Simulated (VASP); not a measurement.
A run of VASP 6.6.1:

File POSCAR:

```
NbS2Br2
1.0
    3.2968208446     -5.6784350048     -0.0058601968
    3.2968208446      5.6784350048     -0.0058601968
   -2.3765469608      0.0000000000      6.5007030643
Nb S Br
2 4 4
Direct
    0.8743826158      0.1256173842      0.0000000000
    0.1256173842      0.8743826158      0.0000000000
    0.8578980025      0.8578980025      0.6869798398
    0.1421019975      0.1421019975      0.3130201602
    0.3261896505      0.3261896505      0.1336534826
    0.6738103495      0.6738103495      0.8663465174
    0.5663049239      0.9736449583      0.2365162257
    0.9736449583      0.5663049239      0.2365162257
    0.4336950761      0.0263550417      0.7634837743
    0.0263550417      0.4336950761      0.7634837743
```

Contents of INCAR.step1:

```
ALGO = Normal ; EDIFF = 1E-5
ENCUT = 550 ; GGA = PE
GGA_COMPAT = F ; ISMEAR = -1
LASPH = T ; LCHARG = F
LREAL = F ; LWAVE = T
NBANDS = 50 ; NELM = 120
PREC = Accurate ; SIGMA = 0.03
```

File INCAR.step2:

```
ALGO = Normal ; BPARAM = 11.95
CPARAM = 0.0093 ; EDIFF = 1E-6
ENCUT = 550 ; GGA_COMPAT = F
ISIF = 2 ; ISMEAR = -1
ISTART = 1 ; IVDW_NL = 2
LASPH = T ; LCHARG = F
LMIXTAU = T ; LREAL = F
LUSE_VDW = T ; LWAVE = F
METAGGA = R2SCAN ; NBANDS = 50
NELM = 120 ; PREC = Accurate
SIGMA = 0.03
```

File KPOINTS:

```
k-points
0
Gamma
  4 4 4
```

Potentials or basis: VASP PAW PBE potentials, release 64 (Nb_sv, S, Br).

The run is started by

```sh
$ cat potpaw_PBE.64/Nb_sv/POTCAR potpaw_PBE.64/S/POTCAR potpaw_PBE.64/Br/POTCAR > POTCAR
$ cp INCAR.step1 INCAR
$ mpirun -np 1 vasp_std > vasp.out
$ cp INCAR.step2 INCAR
$ mpirun -np 1 vasp_std > vasp.out
```

Hardware: 1 thread of Intel(R) Xeon(R) 6975P-C (Granite Rapids) (shared host).

Task: Estimate the wall time of this run.

Result: Wall time 13 min on 1 thread of Intel(R) Xeon(R) 6975P-C (Granite Rapids) (shared host), peak memory 1.1 GiB. Counts: k points 24.
